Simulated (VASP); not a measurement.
A run of VASP 6.6.1 is set up as follows.

INCAR

```
  PREC = Accurate
  ENCUT = 600
  EDIFF = 1E-7
  ISMEAR = 1
  SIGMA = 0.4
  LREAL = F
  LASPH = T
  NELM = 60
  ALGO = Fast
  ISIF = 3
  LWAVE = F
  LCHARG = F
  GGA = PE
  IBRION = 2
  NSW = 60
  EDIFFG = -0.005
```

Contents of KPOINTS:

```
regular mesh
0
Gamma
  40 40 40
```

File POSCAR:

```
Al
1.0
    0.0000000000      2.0250000000      2.0250000000
    2.0250000000      0.0000000000      2.0250000000
    2.0250000000      2.0250000000      0.0000000000
Al
1
Direct
    0.0000000000      0.0000000000      0.0000000000
```

Potentials or basis: VASP PAW PBE potentials, release 64 (Al).

Run with:

```console
$ cat potpaw_PBE.64/Al/POTCAR > POTCAR
$ mpirun -np 1 vasp_std > vasp.out
```

Task: Estimate the relaxed volume.

Result: 16.48 Å³/atom.

Task: Predict the space group after relaxing (to 0.05 Å).

Result: Fm-3m (No. 225).

Task: What does it give for the relaxed cell?

Result: a = 2.856 Å, b = 2.856 Å, c = 2.856 Å, α = 60.00°, β = 60.00°, γ = 60.00°.

Final structure:
```
Al
1.0
     0.00000    2.01981    2.01981
     2.01981    0.00000    2.01981
     2.01981    2.01981    0.00000
Al
1
Direct
  0.00000 0.00000 0.00000
```
